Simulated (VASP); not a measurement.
Wanted: the native input for a VASP 6.6.1 run.

* Task: relaxation of shape and atoms at fixed volume
* Functional: PBE
* Potentials or basis: VASP PAW PBE potentials, release 64 (Co, O)
* Cutoff: 600 eV
* k mesh: 12 × 12 × 6
* Occupations: gaussian, width 0.05 eV
* Spin: collinear spin, antiferromagnetic start
* Starting moments: [2.16, -2.16, 0.0, 0.0] μB
* Dipole correction: no
* Further INCAR settings: ALGO = Normal; EDIFF = 1e-07; IBRION = 2; EDIFFG = -0.01; NSW = 60; ISIF = 4

The structure of CoO lies in POSCAR:

```
CoO
1.0
    0.0000000000      2.2333240993      2.2333240993
    4.2951832929      2.2333240993      2.2333240993
    4.2951832929      4.4666481986      0.0000000000
Co O
2 2
Direct
    0.0000000000      0.0000000000      0.0000000000
    0.0000000000      0.0000000000      0.5000000000
    0.2499966329      0.2500033671      0.0000000000
    0.2500033671      0.2499966329      0.5000000000
```

One way to write it, as run:

INCAR

```
PREC = Accurate ; ENCUT = 600
EDIFF = 1E-7 ; ISMEAR = 0
SIGMA = 0.05 ; LREAL = F
LASPH = T ; NELM = 150
ALGO = Normal ; ISIF = 4
LWAVE = F ; LCHARG = F
ISPIN = 2 ; MAGMOM = 2.16 -2.16 0 0
LORBIT = 11 ; LMAXMIX = 4
GGA = PE ; IBRION = 2
NSW = 60 ; EDIFFG = -0.01
```

KPOINTS

```
regular mesh
0
Gamma
  12 12 6
```

Potentials or basis: VASP PAW PBE potentials, release 64 (Co, O).

Command:

```bash
$ cat potpaw_PBE.64/Co/POTCAR potpaw_PBE.64/O/POTCAR > POTCAR
$ mpirun -np 1 vasp_std > vasp.out
```

It gave:

- Energy gained by relaxing: 0.0 meV/atom
- Ionic steps: 3
- Pressure after relaxing: 7.5 GPa
- Band gap on the k mesh: zero (filled and empty bands overlap)
- Net moment: 0.00 μB per cell
- Site moments: Co +2.08, -2.08; O +0.00 μB
- Valence electrons inside the program's atomic spheres: Co 8.14; O 5.02

Caveat: semilocal functionals often make such compounds metallic where correlation or magnetic order opens a gap, which also shifts bond lengths.

It took 13 min on 1 thread of Oxide Virtual Turin-like Processor (shared host), peak memory 0.36 GiB.
